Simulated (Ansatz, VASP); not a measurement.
# Two plane-wave programs on Si

```
Si
1.0
     2.31233   -1.33536    0.02166
     2.31233    1.33536    0.02166
    -0.02584    0.00000    2.45499
Si
1
Cartesian
  2.3123 0.0000 0.0217
```

Alike in both runs: functional PBE; k mesh 8 × 8 × 8; occupations gaussian, width 0.1 eV; no spin polarisation.

Ansatz relaxed the structure, and its values are those at the end. VASP's run is a single point on that final structure, the one shown.

|  | VASP | Ansatz |
| --- | --- | --- |
| version | VASP 6.6.1 | Ansatz 0.2.0 |
| potentials or method | VASP PAW PBE potentials, release 64 (Si), cutoff 520 eV | scalar-relativistic, plane waves, PAW |
| valence electrons in the cell | 4 | 4 |

```csv
,VASP,Ansatz,Ansatz less VASP
gap on the k mesh at the Fermi level (eV),none,none,-
pressure (GPa),0.0,0.1,+0.05
```

A gap of «none» marks a metal or a gap that the smearing closes.
